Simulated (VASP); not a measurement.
Set up this calculation in VASP 6.6.1, as the native input.

| Item | Value |
| --- | --- |
| Task | single point |
| Functional | LDA |
| Potentials or basis | VASP PAW LDA potentials, release 64 (Fe) |
| Cutoff | 520 eV |
| k mesh | 17 × 17 × 5 |
| Occupations | fermi-dirac, width 0.1 eV |
| Spin | no spin polarisation |
| Dipole correction | no |
| Further INCAR settings | ALGO = Normal; EDIFF = 1e-06; NBANDS = 24 |

The structure of Fe lies in POSCAR:

```
Fe
1.0
    2.4894978662      0.0000000000      0.0000000000
   -1.2447489331      2.1559683948      0.0000000000
    0.0000000000      0.0000000000      8.0121345064
Fe
4
Direct
    1.0000000000      0.0000000000      0.0000000000
    1.0000000000      0.0000000000      0.5000000000
    0.3333333333      0.6666666667      0.2500000000
    0.6666666667      0.3333333333      0.7500000000
```

This isn't the form of Fe at room conditions, which is bcc.

The input as run:

INCAR

```
PREC = Accurate
ENCUT = 520
EDIFF = 1E-6
ISMEAR = -1
SIGMA = 0.1
LREAL = False
LASPH = True
NELM = 60
ALGO = Normal
ISIF = 2
LWAVE = False
LCHARG = False
GGA = CA
NBANDS = 24
```

KPOINTS

```
regular mesh
0
Gamma
  17 17 5
```

Potentials or basis: VASP PAW LDA potentials, release 64 (Fe).

Launch:

```sh
$ cat potpaw_LDA.64/Fe/POTCAR > POTCAR
$ mpirun -np 1 vasp_std > vasp.out
```

It gave:

- Pressure: -30.1 GPa
- Band gap on the k mesh: zero (bands 16 and 17 overlap by 1.60 eV)

Caveat: the cell stands under tension; the run has no spin polarisation, though such a crystal can be magnetic.

It took 120 s on 1 thread of Intel Xeon 8259CL (shared host), peak memory 0.19 GiB.
